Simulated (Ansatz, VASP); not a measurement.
## MgTe5 in VASP and in Ansatz

The input INCAR:

```
SYSTEM = MgTe5
ALGO = Normal ; EDIFF = 1E-6
EDIFFG = -0.01 ; ENCUT = 600
GGA = PE ; IBRION = 2
ISIF = 3 ; ISMEAR = 0
LASPH = .True. ; LCHARG = .False.
LREAL = .False. ; LWAVE = .False.
NELM = 80 ; NSW = 100
PREC = Accurate ; SIGMA = 0.1
```

Contents of KPOINTS:

```
k-points
0
Gamma
  6 6 8
  0 0 0
```

POSCAR

```
MgTe5
1.0
    7.8821880244      0.0000000000      0.0000000000
   -3.9410940122      6.8261750666      0.0000000000
    0.0000000000      0.0000000000      5.3270611722
Mg Te
1 5
Direct
    0.6666666667      0.3333333333      0.5000000000
    0.8801835324      0.1198164676      0.5000000000
    0.8801835324      0.7603670648      0.5000000000
    0.2396329352      0.1198164676      0.5000000000
    0.6666666667      0.3333333333      0.0000000000
    0.3333333333      0.6666666667      0.0000000000
```

Input for Ansatz:

```yaml
crystal:
  lattice:
    - [7.8821880244, 0.0, 0.0]
    - [-3.9410940122, 6.8261750666, 0.0]
    - [0.0, 0.0, 5.3270611722]
  atoms:
    - { symbol: Mg, position: [0.6666666667, 0.3333333333, 0.5] }
    - { symbol: Te, position: [0.8801835324, 0.1198164676, 0.5] }
    - { symbol: Te, position: [0.8801835324, 0.7603670648, 0.5] }
    - { symbol: Te, position: [0.2396329352, 0.1198164676, 0.5] }
    - { symbol: Te, position: [0.6666666667, 0.3333333333, 0.0] }
    - { symbol: Te, position: [0.3333333333, 0.6666666667, 0.0] }
basis:
  ecutwfc: 420
kpoints:
  mp_grid: { grid: [6, 6, 8] }
hamiltonian:
  xc: pbe
scf:
  occupations: { method: gaussian, width: 0.1 }
output:
  forces: true
  stress: true
  eigenvalues: true
  write_density: true
  write_potential: true
  elf: true
  volumetric_format: npy
relax:
  adjacent_minimum: "off"
  f_tol: 0.01
  max_steps: 80
  cell: { stress_tol: 0.05 }
```

Alike in both runs: task relaxation of cell and atoms; functional PBE; k mesh 6 × 6 × 8; occupations gaussian, width 0.1 eV; no spin polarisation.

|  | VASP | Ansatz |
| --- | --- | --- |
| version | VASP 6.6.1 | Ansatz 0.2.0 |
| potentials or method | VASP PAW PBE potentials, release 64 (Mg, Te), cutoff 600 eV | scalar-relativistic, plane waves, PAW |
| valence electrons in the cell | 32 | 90 |

Ansatz gave:

* gap on the k mesh at the Fermi level, each at its own relaxed structure (eV): none
* relaxed volume (Å³/atom): 47.37
* relaxed length of the cell vector where the two differ most in proportion (Å): 7.857

What did VASP give for the same quantities?

gap on the k mesh at the Fermi level, each at its own relaxed structure (eV): none; relaxed volume (Å³/atom): 47.23; relaxed length of the cell vector where the two differ most in proportion (Å): 7.842.

A gap of «none» marks a metal or a gap that the smearing closes. VASP's potentials hold 32 valence electrons a cell and Ansatz's 90, so a difference there can come from the potentials and not from the codes.

Spin-orbit coupling is off throughout.
